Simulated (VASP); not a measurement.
# Mn (Fm-3m) in VASP: notebook

Mn is run at these levels: PBE; tasks: single point.

Everything below comes from runs of VASP 6.6.1. Logs are shortened: lines on timing, memory, paths and dates and some standing lists are left out, and cuts for length are marked.

## (1) The cell of the first run

The structure is cubic, space group Fm-3m (No. 225). Conventional cell: a = 3.557 Å, b = 3.557 Å, c = 3.557 Å, α = 90.00°, β = 90.00°, γ = 90.00°. Mn (site symmetry m-3m) has 12 Mn at 2.52 Å within 3.3 Å.

This isn't the form of Mn at room conditions, which is a 58-atom cubic cell.

## (2) Single point, PBE, non-collinear spin, typed start

INCAR

```
PREC = Accurate ; ENCUT = 500
EDIFF = 1E-6 ; ISMEAR = 0
SIGMA = 0.1 ; LREAL = F
LASPH = T ; NELM = 200
ALGO = Normal ; ISIF = 2
LWAVE = F ; LCHARG = F
LNONCOLLINEAR = T ; MAGMOM = 0 0 2 0 0 2 0 0 2 0 0 2
LORBIT = 11 ; LMAXMIX = 4
GGA = PE ; NBANDS = 66
GGA_COMPAT = F
```

KPOINTS

```
regular mesh
0
Gamma
  4 4 4
```

POSCAR

```
Mn
1.0
    3.5571000000      0.0000000000      0.0000000000
    0.0000000000      3.5571000000      0.0000000000
    0.0000000000      0.0000000000      3.5571000000
Mn
4
Direct
    0.0000000000      0.0000000000      0.0000000000
    0.5000000000      0.5000000000      0.0000000000
    0.5000000000      0.0000000000      0.5000000000
    0.0000000000      0.5000000000      0.5000000000
```

Potentials or basis: VASP PAW PBE potentials, release 64 (Mn_pv).

Run with:

```console
$ cat potpaw_PBE.64/Mn_pv/POTCAR > POTCAR
$ mpirun -np 1 vasp_ncl > vasp.out
```

OUTCAR:

```text
PREC = Accurate
   ENCUT = 500
   EDIFF = 1E-6
   ISMEAR = 0
   LREAL = F
   LASPH = T
   NELM = 200
   ISIF = 2
   LNONCOLLINEAR = T
   LORBIT = 11
   GGA = PE

 ion  position               nearest neighbor table
   1  0.000  0.000  0.000-   2 2.52   3 2.52   4 2.52   3 2.52   4 2.52   2 2.52   4 2.52   4 2.52
                             2 2.52   3 2.52   3 2.52   2 2.52
   2  0.500  0.500  0.000-   1 2.52   3 2.52   4 2.52   3 2.52   4 2.52   1 2.52   3 2.52   3 2.52
                             1 2.52   4 2.52   4 2.52   1 2.52
   3  0.500  0.000  0.500-   1 2.52   2 2.52   4 2.52   1 2.52   2 2.52   2 2.52   4 2.52   2 2.52
                             1 2.52   4 2.52   1 2.52   4 2.52
   4  0.000  0.500  0.500-   1 2.52   2 2.52   3 2.52   1 2.52   2 2.52   1 2.52   3 2.52   1 2.52
                             2 2.52   3 2.52   2 2.52   3 2.52

  LATTYP: Found a simple cubic cell.
 ALAT       =     3.5571000000

  Lattice vectors:

 A1 = (   3.5571000000,   0.0000000000,   0.0000000000)
 A2 = (   0.0000000000,   3.5571000000,   0.0000000000)
 A3 = (   0.0000000000,   0.0000000000,   3.5571000000)

Analysis of symmetry for initial positions (statically):
=====================================================================
 Subroutine PRICEL returns following result:

  LATTYP: Found a face centered cubic cell.
 ALAT       =     3.5571000000
[... 12 lines left out ...]
 Subroutine GETGRP returns: Found 48 space group operations
 (whereof 48 operations were pure point group operations)
 out of a pool of 48 trial point group operations.

The static configuration has the point symmetry O_h .

Analysis of symmetry for dynamics (positions and initial velocities):
=====================================================================
 Subroutine PRICEL returns following result:

  LATTYP: Found a face centered cubic cell.
 ALAT       =     3.5571000000
[... 12 lines left out ...]
 Subroutine GETGRP returns: Found 48 space group operations
 (whereof 48 operations were pure point group operations)
 out of a pool of 48 trial point group operations.

The dynamic configuration has the point symmetry O_h .

Analysis of structural, dynamic, and magnetic symmetry:
=====================================================================
 Subroutine PRICEL returns following result:

  LATTYP: Found a face centered cubic cell.
 ALAT       =     3.5571000000
[... 12 lines left out ...]
 Subroutine GETGRP returns: Found  8 space group operations
 (whereof  8 operations were pure point group operations)
 out of a pool of 48 trial point group operations.

The overall configuration has the point symmetry C_4h.

 Subroutine INISYM returns: Found  8 space group operations
 (whereof  8 operations are pure point group operations),
 and found     4 'primitive' translations

----------------------------------------------------------------------------------------

                                     Primitive cell

  volume of cell :      11.2520

  direct lattice vectors                    reciprocal lattice vectors
     1.778550000 -1.778550000  0.000000000     0.281127885 -0.281127885 -0.281127885
     1.778550000  0.000000000  1.778550000     0.281127885  0.281127885  0.281127885
     0.000000000 -1.778550000  1.778550000    -0.281127885 -0.281127885  0.281127885

  length of vectors
     2.515249531  2.515249531  2.515249531     0.486927780  0.486927780  0.486927780

  position of ions in fractional coordinates (direct lattice)
     0.000000000  0.000000000  0.000000000

  ion indices of the primitive-cell ions
   primitive index   ion index
                 1           1

----------------------------------------------------------------------------------------

 KPOINTS: regular mesh

Automatic generation of k-mesh.
 Grid dimensions read from file:
 generate k-points for:    4    4    4

 Generating k-lattice:

  Cartesian coordinates                     Fractional coordinates (reciprocal lattice)
     0.070281971  0.000000000  0.000000000     0.250000000  0.000000000  0.000000000
     0.000000000  0.070281971  0.000000000     0.000000000  0.250000000  0.000000000
     0.000000000  0.000000000  0.070281971     0.000000000  0.000000000  0.250000000

  Length of vectors
[... 36 lines left out ...]
   NGX,Y,Z   is equivalent  to a cutoff of  13.09, 13.09, 13.09 a.u.
   NGXF,Y,Z  is equivalent  to a cutoff of  26.17, 26.17, 26.17 a.u.
 SYSTEM =  unknown system
   PREC   = accura    normal or accurate (medium, high low for compatibility)
   ISTART =      0    job   : 0-new  1-cont  2-samecut
   ICHARG =      2    charge: 1-file 2-atom 10-const
   ISPIN  =      1    spin polarized calculation?
   LNONCOLLINEAR =      T non collinear calculations
   LSORBIT =      F    spin-orbit coupling
   LASPH  =      T    aspherical Exc in radial PAW
   ENCUT  =  500.0 eV  36.75 Ry    6.06 a.u.   6.49  6.49  6.49*2*pi/ulx,y,z
   NELM   =    200;   NELMIN=  2; NELMDL= -5     # of ELM steps
   EDIFF  = 0.1E-05   stopping-criterion for ELM
   LREAL  =      F    real-space projection
   EDIFFG = 0.1E-04   stopping-criterion for IOM
   NSW    =      0    number of steps for IOM
   IBRION =     -1    ionic relax: 0-MD 1-quasi-New 2-CG
   NFREE  =      0    steps in history (QN), initial steepest desc. (CG)
   ISIF   =      2    stress and relaxation
   ISYM   =      2    0-nonsym 1-usesym 2-fastsym
   POTIM  = 0.5000    time-step for ionic-motion
   TEBEG  =    0.0;   TEEND  =   0.0 temperature during run
   PSTRESS=    0.0 pullay stress
   NELECT =      52.0000    total number of electrons
   NUPDOWN=      -1.0000    fix difference up-down
   EMIN   =  10.00;   EMAX   =-10.00  energy-range for DOS
   EFERMI =   0.00;   METHOD = LEGACY
   ISMEAR =     0;   SIGMA  =   0.10  broadening in eV -4-tet -1-fermi 0-gaus
   EFERMI_NEDOS =   21; number of points for ismear=-14 and -15
   IALGO  =     38    algorithm
   IMIX   =      4    mixing-type and parameters
     AMIX     =   0.40;   BMIX     =  1.00
     AMIX_MAG =   1.60;   BMIX_MAG =  1.00
  volume/ion in A,a.u.               =      11.25        75.93
  Fermi-wavevector in a.u.,A,eV,Ry     =   1.717829  3.246226 40.149917  2.950936
  Thomas-Fermi vector in A             =   2.794756
   LORBIT       =     11    0 simple, 1 ext, 2 COOP (PROOUT), +10 PAW based schemes
   GGA     = PE    functional components
   LHFCALC =     F    Hartree Fock is set to
   AEXX    =    0.0000 exact exchange contribution
   IVDW    =     0    specifies the selected vdW correction
   LEPSILON=     F    determine dielectric tensor
   LRPA    =     F    only Hartree local field effects (RPA)
 Gauss-broadening in eV      SIGMA  =   0.10
  energy-cutoff  :      500.00
  volume of cell :       45.01
 maximum number of plane-waves:      2378
 NGX is ok and might be reduce to    28
   NGX = 13   NGY = 13   NGZ = 13

 number of electron      52.0000070 magnetization      -0.0000000     -0.0000000      2.4794601

 number of electron      52.0000070 magnetization       0.0000000      0.0000000      2.2194515

 number of electron      52.0000070 magnetization      -0.0000000      0.0000000      2.2194596

 Free energy of the ion-electron system (eV)
  ---------------------------------------------------
  ext. energy  EPLUGINS =         0.00000000
  ---------------------------------------------------
  free energy    TOTEN  =       -35.58797145 eV

  energy without entropy =      -35.55807808  energy(sigma->0) =      -35.57302477

 E-fermi :   9.8329     XC(G=0): -13.7387

 val. band max:        9.8188648912   @ k =   0.5000   0.0000   0.0000
 cond. band min:       9.8813025961   @ k =   0.5000   0.0000   0.0000
 fundamental gap:      0.0624377049
 Fermi energy:         9.8328620108

 k-point     1 :       0.0000    0.0000    0.0000
  band No.  band energies     occupation
      1     -38.6691      1.00000
      2     -38.6691      1.00000
      3     -38.6691      1.00000
      4     -38.2956      1.00000
      5     -38.2956      1.00000
      6     -38.2956      1.00000
[... 1195 lines left out ...]
     63      11.2269      0.00000
     64      11.2269      0.00000
 [bands above 64 left out]

------------------------ aborting loop because EDIFF is reached ----------------------------------------

  FORCE on cell =-STRESS in cart. coord.  units (eV):
  Direction    XX          YY          ZZ          XY          YZ          ZX
  --------------------------------------------------------------------------------------
  -------------------------------------------------------------------------------------
  Total       -2.7791635     -2.7791635     -2.7793984      0.0000000      0.0000000      0.0000000
  in kB      -98.9319229    -98.9319229    -98.9402861      0.0000012      0.0000000      0.0000000
  external PRESSURE =     -98.9347106 kB  Pullay stress =       0.0000000 kB

 VOLUME and BASIS-vectors are now :
 -----------------------------------------------------------------------------
  energy-cutoff  :      500.00
  volume of cell :       45.01
      direct lattice vectors                 reciprocal lattice vectors
     3.557100000  0.000000000  0.000000000     0.281127885  0.000000000  0.000000000
     0.000000000  3.557100000  0.000000000     0.000000000  0.281127885  0.000000000
     0.000000000  0.000000000  3.557100000     0.000000000  0.000000000  0.281127885

 POSITION                                       TOTAL-FORCE (eV/Angst)
 -----------------------------------------------------------------------------------
      0.00000      0.00000      0.00000         0.000000     -0.000000     -0.000000
      1.77855      1.77855      0.00000        -0.000000      0.000000      0.000000
      1.77855      0.00000      1.77855        -0.000000      0.000000     -0.000000
      0.00000      1.77855      1.77855         0.000000      0.000000     -0.000000
 -----------------------------------------------------------------------------------
    total drift:                                0.000000      0.000000      0.000000

  FREE ENERGIE OF THE ION-ELECTRON SYSTEM (eV)
  ---------------------------------------------------
  free  energy   TOTEN  =       -35.5879714533 eV

  energy  without entropy=      -35.5580780842  energy(sigma->0) =      -35.57302477

 total charge

# of ion       s       p       d       tot
------------------------------------------
    1        0.410   6.370   5.116  11.896
    2        0.410   6.370   5.116  11.896
    3        0.410   6.370   5.116  11.896
    4        0.410   6.370   5.116  11.896
--------------------------------------------------
tot          1.639  25.482  20.464  47.585

 magnetization (x)

# of ion       s       p       d       tot
------------------------------------------
    1       -0.000  -0.000  -0.000  -0.000
    2        0.000  -0.000  -0.000  -0.000
    3        0.000  -0.000  -0.000  -0.000
    4        0.000  -0.000  -0.000  -0.000
--------------------------------------------------
tot          0.000  -0.000  -0.000  -0.000

 magnetization (y)

# of ion       s       p       d       tot
------------------------------------------
    1       -0.000  -0.000  -0.000  -0.000
    2        0.000  -0.000  -0.000  -0.000
    3        0.000  -0.000   0.000  -0.000
    4        0.000  -0.000  -0.000  -0.000
--------------------------------------------------
tot          0.000  -0.000  -0.000  -0.000

 magnetization (z)

# of ion       s       p       d       tot
------------------------------------------
    1       -0.001   0.002   0.542   0.543
    2       -0.001   0.002   0.542   0.543
    3       -0.001   0.002   0.542   0.543
    4       -0.001   0.002   0.542   0.543
--------------------------------------------------
tot         -0.004   0.007   2.169   2.172
```

Wall time 5.8 min (1 thread of Oxide Virtual Turin-like, shared host); peak memory 0.25 GiB.

What came out:

| Quantity | Value |
| --- | --- |
| Free energy | -35.5880 eV |
| Pressure | -9.9 GPa |
| Band gap on the k mesh | zero (bands 52 and 53 overlap by 2.24 eV) |
| Net moment | 2.22 μB per cell |
| Valence electrons inside the program's atomic spheres | Mn 11.90 |

Moments on the atoms (μB; x, y, z):
```
Mn  0.00 0.00 0.54
Mn  0.00 0.00 0.54
Mn  0.00 0.00 0.54
Mn  0.00 0.00 0.54
```

Caveat: the k points lie up to 0.44 Å⁻¹ apart, too coarse for converged energies and pressures of a metal.

## (3) Single point, PBE, non-collinear spin, typed start

INCAR

```
SYSTEM = Mn
  ALGO = Normal
  EDIFF = 1E-6
  ENCUT = 500
  GGA = PE
  GGA_COMPAT = .False.
  ISIF = 2
  ISMEAR = 0
  LASPH = .True.
  LCHARG = .False.
  LMAXMIX = 4
  LNONCOLLINEAR = .True.
  LORBIT = 11
  LREAL = .False.
  LWAVE = .False.
  MAGMOM = 0 0 2 0 0 -2 0 0 2 0 0 -2
  NBANDS = 66
  NELM = 200
  PREC = Accurate
  SIGMA = 0.1
```

KPOINTS

```
k-points
0
Gamma
  4 4 4
  0 0 0
```

POSCAR is that of step 2.

Potentials or basis: VASP PAW PBE potentials, release 64 (Mn_pv).

Run with:

```console
$ cat potpaw_PBE.64/Mn_pv/POTCAR > POTCAR
$ mpirun -np 1 vasp_ncl > vasp.out
```

It took 13 min on 1 thread of Oxide Virtual Turin-like, shared host; peak memory 0.29 GiB.

Results (log left out):

| Quantity | Value |
| --- | --- |
| Free energy | -35.8517 eV |
| Pressure | 0.0 GPa |
| Band gap on the k mesh | zero (bands 52 and 53 overlap by 2.21 eV) |
| Net moment | 0.00 μB per cell |
| Valence electrons inside the program's atomic spheres | Mn 11.90 |

Stress tensor (GPa, compression positive):
```
 2.66  0.00  0.00
 0.00 -5.46  0.00
 0.00  0.00  2.66
```

Levels at points of the mesh, in eV from the Fermi level:
```csv
k point,band 50,band 51,band 52,band 53,band 54,band 55
"(0.00, 0.00, 0.00)",1.40,1.50,1.50,2.12,2.12,2.12
"(0.50, 0.00, 0.00)",0.43,0.43,0.43,0.44,0.44,0.44
"(0.00, 0.50, 0.00)",-0.49,-0.35,-0.35,0.24,0.24,0.28
"(0.00, 0.00, 0.50)",0.43,0.43,0.43,0.44,0.44,0.44
"(0.50, 0.50, 0.00)",-0.89,-0.89,-0.89,0.65,0.65,0.65
"(0.00, 0.50, 0.50)",-0.89,-0.89,-0.89,0.65,0.65,0.65
"(0.50, 0.00, 0.50)",-0.94,-0.94,-0.94,-0.19,-0.19,-0.19
"(0.50, 0.50, 0.50)",0.38,0.38,0.38,0.50,0.50,0.50
```

Moments on the atoms (μB; x, y, z):
```
Mn   0.00  0.00  1.61
Mn   0.00  0.00 -1.61
Mn   0.00  0.00  1.61
Mn   0.00  0.00 -1.61
```

Caveat: the k points lie up to 0.44 Å⁻¹ apart, too coarse for converged energies and pressures of a metal.

The gap in the log of VASP goes by the Fermi energy; the results here count the filled bands.